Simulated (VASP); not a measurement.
# SnSe in VASP: single point with PBE

Aim: the single point of SnSe with PBE.

All numbers are computed with VASP 6.6.1; they aren't measurements. Logs are shortened: lines on timing, memory, paths and dates and some standing lists are left out, and cuts for length are marked.

### 1 The cell of the first run

The cell holds a slab with vacuum, 12 atoms: a = 4.286 Å, b = 6.062 Å, c = 25.716 Å, α = 90.00°, β = 90.00°, γ = 90.00°.

### 2 Single point, PBE

INCAR reads:

```
SYSTEM = SnSe
PREC = Accurate
ENCUT = 520
EDIFF = 1E-6
ISMEAR = 0
SIGMA = 0.05
LREAL = .False.
LASPH = .True.
NELM = 80
ALGO = Normal
ISIF = 2
LWAVE = .False.
LCHARG = .False.
LDIPOL = .True.
IDIPOL = 3
DIPOL = 0.5 0.5 0.500
GGA = PE
NBANDS = 72
KPAR = 4
```

KPOINTS reads:

```
Automatic mesh
0
Gamma
  8 6 1
  0 0 0
```

POSCAR reads:

```
SnSe
1.0
    4.2862137860      0.0000000000      0.0000000000
    0.0000000000      6.0616216674      0.0000000000
    0.0000000000      0.0000000000     25.7155344650
Sn Se
6 6
Direct
    0.5000000000      0.5000000000      0.2893132142
    0.0000000000      0.0000000000      0.3612405335
    0.5000000000      0.5000000000      0.4635383663
    0.0000000000      0.0000000000      0.5364628726
    0.5000000000      0.5000000000      0.6387584111
    0.0000000000      0.0000000000      0.7106890008
    0.5000000000      0.0000000000      0.2903537538
    0.0000000000      0.5000000000      0.3600841689
    0.5000000000      0.0000000000      0.4644182745
    0.0000000000      0.5000000000      0.5355806137
    0.5000000000      0.0000000000      0.6399177153
    0.0000000000      0.5000000000      0.7096430751
```

Potentials or basis: VASP PAW PBE potentials, release 64 (Sn_d, Se).

Run with:

```sh
$ cat potpaw_PBE.64/Sn_d/POTCAR potpaw_PBE.64/Se/POTCAR > POTCAR
$ mpirun -np 4 vasp_std > vasp.out
```

OUTCAR:

```text
SYSTEM = SnSe
   PREC = Accurate
   ENCUT = 520
   EDIFF = 1E-6
   ISMEAR = 0
   LREAL = .False.
   LASPH = .True.
   NELM = 80
   ISIF = 2
   GGA = PE

 ion  position               nearest neighbor table
   1  0.500  0.500  0.289-   8 2.81   8 2.81   7 3.03   7 3.03
   2  0.000  0.000  0.361-   7 2.81   7 2.81   8 3.03   8 3.03
   3  0.500  0.500  0.464-  10 2.83  10 2.83   9 3.03   9 3.03
   4  0.000  0.000  0.536-   9 2.83   9 2.83  10 3.03  10 3.03
   5  0.500  0.500  0.639-  12 2.81  12 2.81  11 3.03  11 3.03
   6  0.000  0.000  0.711-  11 2.81  11 2.81  12 3.03  12 3.03
   7  0.500  0.000  0.290-   2 2.81   2 2.81   1 3.03   1 3.03
   8  0.000  0.500  0.360-   1 2.81   1 2.81   2 3.03   2 3.03
   9  0.500  0.000  0.464-   4 2.83   4 2.83   3 3.03   3 3.03
  10  0.000  0.500  0.536-   3 2.83   3 2.83   4 3.03   4 3.03
  11  0.500  0.000  0.640-   6 2.81   6 2.81   5 3.03   5 3.03
  12  0.000  0.500  0.710-   5 2.81   5 2.81   6 3.03   6 3.03

  LATTYP: Found a simple orthorhombic cell.
 ALAT       =     4.2862137860
 B/A-ratio  =     1.4142135624
 C/A-ratio  =     5.9995921223

  Lattice vectors:

 A1 = (   4.2862137860,   0.0000000000,   0.0000000000)
 A2 = (   0.0000000000,   6.0616216674,   0.0000000000)
 A3 = (   0.0000000000,   0.0000000000,  25.7155344650)

Analysis of symmetry for initial positions (statically):
=====================================================================
 Subroutine PRICEL returns:
 Original cell was already a primitive cell.

 Routine SETGRP: Setting up the symmetry group for a
 simple orthorhombic supercell.

 Subroutine GETGRP returns: Found  8 space group operations
 (whereof  4 operations were pure point group operations)
 out of a pool of  8 trial point group operations.

The static configuration has the point symmetry C_2v.
 The point group associated with its full space group is D_2h.

Analysis of symmetry for dynamics (positions and initial velocities):
=====================================================================
 Subroutine PRICEL returns:
 Original cell was already a primitive cell.

 Routine SETGRP: Setting up the symmetry group for a
 simple orthorhombic supercell.

 Subroutine GETGRP returns: Found  8 space group operations
 (whereof  4 operations were pure point group operations)
 out of a pool of  8 trial point group operations.

The dynamic configuration has the point symmetry C_2v.
 The point group associated with its full space group is D_2h.

 Subroutine INISYM returns: Found  8 space group operations
 (whereof  4 operations are pure point group operations),
 and found     1 'primitive' translations

----------------------------------------------------------------------------------------

                                     Primitive cell

  volume of cell :     668.1258

  direct lattice vectors                    reciprocal lattice vectors
     4.286213786  0.000000000  0.000000000     0.233306141  0.000000000  0.000000000
     0.000000000  6.061621667  0.000000000     0.000000000  0.164972355  0.000000000
     0.000000000  0.000000000 25.715534465     0.000000000  0.000000000  0.038887000

  length of vectors
     4.286213786  6.061621667 25.715534465     0.233306141  0.164972355  0.038887000

  position of ions in fractional coordinates (direct lattice)
     0.500000000  0.500000000  0.289313214
     0.000000000  0.000000000  0.361240534
     0.500000000  0.500000000  0.463538366
     0.000000000  0.000000000  0.536462873
     0.500000000  0.500000000  0.638758411
     0.000000000  0.000000000  0.710689001
     0.500000000  0.000000000  0.290353754
     0.000000000  0.500000000  0.360084169
     0.500000000  0.000000000  0.464418274
     0.000000000  0.500000000  0.535580614
     0.500000000  0.000000000  0.639917715
     0.000000000  0.500000000  0.709643075

  ion indices of the primitive-cell ions
   primitive index   ion index
                 1           1
                 2           2
                 3           3
                 4           4
                 5           5
                 6           6
                 7           7
                 8           8
                 9           9
                10          10
                11          11
                12          12

----------------------------------------------------------------------------------------

 KPOINTS: Automatic mesh

Automatic generation of k-mesh.
 Grid dimensions read from file:
 generate k-points for:    8    6    1

 Generating k-lattice:

  Cartesian coordinates                     Fractional coordinates (reciprocal lattice)
     0.029163268  0.000000000  0.000000000     0.125000000  0.000000000  0.000000000
     0.000000000  0.027495392  0.000000000     0.000000000  0.166666667  0.000000000
     0.000000000  0.000000000  0.038887000     0.000000000  0.000000000  1.000000000

  Length of vectors
     0.029163268  0.027495392  0.038887000

  Shift w.r.t. Gamma in fractional coordinates (k-lattice)
     0.000000000  0.000000000  0.000000000

 Subroutine IBZKPT returns following result:
 ===========================================

 Found     20 irreducible k-points:

 Following reciprocal coordinates:
            Coordinates               Weight
  0.000000  0.000000  0.000000      1.000000
  0.125000  0.000000  0.000000      2.000000
  0.250000  0.000000  0.000000      2.000000
  0.375000  0.000000  0.000000      2.000000
  0.500000  0.000000  0.000000      1.000000
  0.000000  0.166667  0.000000      2.000000
[... 12 lines left out ...]
  0.375000  0.500000  0.000000      2.000000
  0.500000  0.500000  0.000000      1.000000
   k-points           NKPTS =     20   k-points in BZ     NKDIM =     20   number of bands    NBANDS=     72
   number of dos      NEDOS =    301   number of ions     NIONS =     12
   total plane-waves  NPLWV = 294912
   dimension x,y,z NGX =    32 NGY =   48 NGZ =  192
   dimension x,y,z NGXF=    64 NGYF=   96 NGZF=  384
   ions per type =               6   6
   NGX,Y,Z   is equivalent  to a cutoff of  12.41, 13.16, 12.41 a.u.
   NGXF,Y,Z  is equivalent  to a cutoff of  24.82, 26.33, 24.82 a.u.
 SYSTEM =  SnSe
   PREC   = accura    normal or accurate (medium, high low for compatibility)
   ISTART =      0    job   : 0-new  1-cont  2-samecut
   ICHARG =      2    charge: 1-file 2-atom 10-const
   ISPIN  =      1    spin polarized calculation?
   LNONCOLLINEAR =      F non collinear calculations
   LSORBIT =      F    spin-orbit coupling
   LASPH  =      T    aspherical Exc in radial PAW
   ENCUT  =  520.0 eV  38.22 Ry    6.18 a.u.   7.97 11.27 47.81*2*pi/ulx,y,z
   NELM   =     80;   NELMIN=  2; NELMDL= -5     # of ELM steps
   EDIFF  = 0.1E-05   stopping-criterion for ELM
   LREAL  =      F    real-space projection
   EDIFFG = 0.1E-04   stopping-criterion for IOM
   NSW    =      0    number of steps for IOM
   IBRION =     -1    ionic relax: 0-MD 1-quasi-New 2-CG
   NFREE  =      0    steps in history (QN), initial steepest desc. (CG)
   ISIF   =      2    stress and relaxation
   ISYM   =      2    0-nonsym 1-usesym 2-fastsym
   POTIM  = 0.5000    time-step for ionic-motion
   TEBEG  =    0.0;   TEEND  =   0.0 temperature during run
   PSTRESS=    0.0 pullay stress
   NELECT =     120.0000    total number of electrons
   NUPDOWN=      -1.0000    fix difference up-down
   EMIN   =  10.00;   EMAX   =-10.00  energy-range for DOS
   EFERMI =   0.00;   METHOD = LEGACY
   ISMEAR =     0;   SIGMA  =   0.05  broadening in eV -4-tet -1-fermi 0-gaus
   EFERMI_NEDOS =   21; number of points for ismear=-14 and -15
   IALGO  =     38    algorithm
   IMIX   =      4    mixing-type and parameters
     AMIX     =   0.40;   BMIX     =  1.00
     AMIX_MAG =   1.60;   BMIX_MAG =  1.00
  volume/ion in A,a.u.               =      55.68       375.73
  Fermi-wavevector in a.u.,A,eV,Ry     =   0.923668  1.745479 11.607979  0.853162
  Thomas-Fermi vector in A             =   2.049330
   LORBIT       =      0    0 simple, 1 ext, 2 COOP (PROOUT), +10 PAW based schemes
   GGA     = PE    functional components
   LHFCALC =     F    Hartree Fock is set to
   AEXX    =    0.0000 exact exchange contribution
   IVDW    =     0    specifies the selected vdW correction
   LEPSILON=     F    determine dielectric tensor
   LRPA    =     F    only Hartree local field effects (RPA)
 non-spin polarized calculation
 Gauss-broadening in eV      SIGMA  =   0.05
  energy-cutoff  :      520.00
  volume of cell :      668.13
 maximum number of plane-waves:     18064
 NGX is ok and might be reduce to    32
   NGX = 15   NGY = 23   NGZ = 95

 dipolmoment           0.000000      0.000000     -0.000000 electrons x Angstroem

 number of electron     120.0000051 magnetization

 dipolmoment           0.000000      0.000000      0.002384 electrons x Angstroem

 Free energy of the ion-electron system (eV)
  ---------------------------------------------------
  ext. energy  EPLUGINS =         0.00000000
  ---------------------------------------------------
  free energy    TOTEN  =       -48.65523835 eV

  energy without entropy =      -48.65523835  energy(sigma->0) =      -48.65523835

 E-fermi :   0.5268     XC(G=0):  -5.3176

 val. band max:        0.2765393872   @ k =   0.0000   0.5000   0.0000
 cond. band min:       0.8930727634   @ k =   0.0000   0.3333   0.0000
 fundamental gap:      0.6165333762
 Fermi energy:         0.5267827417

 k-point     1 :       0.0000    0.0000    0.0000
  band No.  band energies     occupation
      1     -21.2385      2.00000
      2     -21.2354      2.00000
      3     -21.2258      2.00000
      4     -21.2227      2.00000
      5     -21.2167      2.00000
      6     -21.2160      2.00000
[... 64 lines left out ...]
     71       4.1233      0.00000
     72       4.3235      0.00000
[... 1423 lines left out ...]
     71       3.1312      0.00000
     72       3.1316      0.00000

------------------------ aborting loop because EDIFF is reached ----------------------------------------

 vacuum level on the upper side and lower side of the slab       (xc-potential included)        -0.091        -0.107

  FORCE on cell =-STRESS in cart. coord.  units (eV):
  Direction    XX          YY          ZZ          XY          YZ          ZX
  --------------------------------------------------------------------------------------
  -------------------------------------------------------------------------------------
  Total       -2.7209154      1.0146435      0.0081719      0.0000000      0.0000000      0.0000000
  in kB       -6.5248032      2.4331331      0.0195962      0.0000000      0.0000000      0.0000000
  external PRESSURE =      -1.3573580 kB  Pullay stress =       0.0000000 kB

 VOLUME and BASIS-vectors are now :
 -----------------------------------------------------------------------------
  energy-cutoff  :      520.00
  volume of cell :      668.13
      direct lattice vectors                 reciprocal lattice vectors
     4.286213786  0.000000000  0.000000000     0.233306141  0.000000000  0.000000000
     0.000000000  6.061621667  0.000000000     0.000000000  0.164972355  0.000000000
     0.000000000  0.000000000 25.715534465     0.000000000  0.000000000  0.038887000

 POSITION                                       TOTAL-FORCE (eV/Angst)
 -----------------------------------------------------------------------------------
      2.14311      3.03081      7.43984         0.000000      0.000000     -0.001354
      0.00000      0.00000      9.28949         0.000000      0.000000      0.009003
      2.14311      3.03081     11.92014         0.000000      0.000000     -0.020361
      0.00000      0.00000     13.79543         0.000000      0.000000      0.020361
      2.14311      3.03081     16.42601         0.000000      0.000000     -0.009003
      0.00000      0.00000     18.27575         0.000000      0.000000      0.001354
      2.14311      0.00000      7.46660         0.000000      0.000000     -0.007299
      0.00000      3.03081      9.25976         0.000000      0.000000      0.002726
      2.14311      0.00000     11.94276         0.000000      0.000000     -0.020103
      0.00000      3.03081     13.77274         0.000000      0.000000      0.020103
      2.14311      0.00000     16.45583         0.000000      0.000000     -0.002726
      0.00000      3.03081     18.24885         0.000000      0.000000      0.007299
 -----------------------------------------------------------------------------------
    total drift:                                0.000000      0.000000      0.294658

  FREE ENERGIE OF THE ION-ELECTRON SYSTEM (eV)
  ---------------------------------------------------
  free  energy   TOTEN  =       -48.6552383500 eV

  energy  without entropy=      -48.6552383500  energy(sigma->0) =      -48.65523835

 vacuum level on the upper side and lower side of the slab         4.769         4.751
```

Wall time 8.6 min (4 MPI ranks of Oxide Virtual Turin-like, shared host); peak memory 1 GiB.

What came out:

| Property | Result |
| --- | --- |
| Free energy | -48.6552 eV |
| Largest force | 0.020 eV/Å |
| Band gap on the k mesh | 0.62 eV (least direct gap 0.67 eV) |

Forces in eV/Å, atoms in the order of the input:
```
Sn   0.000  0.000 -0.001
Sn   0.000  0.000  0.009
Sn   0.000  0.000 -0.020
Sn   0.000  0.000  0.020
Sn   0.000  0.000 -0.009
Sn   0.000  0.000  0.001
Se   0.000  0.000 -0.007
Se   0.000  0.000  0.003
Se   0.000  0.000 -0.020
Se   0.000  0.000  0.020
Se   0.000  0.000 -0.003
Se   0.000  0.000  0.007
```

Caveat: semilocal functionals underestimate gaps, and a narrow one can read as zero; spin-orbit coupling is left out, which moves the levels of the heavy elements.
